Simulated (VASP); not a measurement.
Runs of VASP 6.6.1 on SrTiO3. The structure is that of space group Pm-3m (No. 221), or close to it. The cells are those of the table. 

```tsv
task	level	spin	cell	cutoff (eV)	smearing	gap on the mesh (eV)	pressure (GPa)
single point	PBE	non-collinear, zero start, SOC	a = 3.907 Å, 5 atoms	520	gaussian 0.01 eV	-	4.7
relaxation of cell and atoms	PBEsol	off	relaxed from a = 3.936 Å, 5 atoms	600	fermi-dirac 0.02 eV	1.81	0.0
single point	PBE	off	a = 3.907 Å, 5 atoms	520	fermi-dirac 0.02 eV	1.85	4.7
single point	PBEsol	off	a = 3.891 Å, 5 atoms	520	fermi-dirac 0.02 eV	(a)	(b)
single point	r2SCAN	off	a = 3.907 Å, 5 atoms	520	gaussian 0.01 eV	2.27	0.9
```

Alike in all rows: potentials or basis VASP PAW PBE potentials, release 64 (Sr_sv, Ti_sv, O); k mesh 6 × 6 × 6.

Task: Fill in the values left out.

Result: (a) 1.82; (b) 0.7.

Caveats: the PAW data sets were made with another functional, which shifts forces and pressure a little (some runs).

A k mesh can miss the band edges, and rows without SOC leave out spin-orbit coupling on Sr.
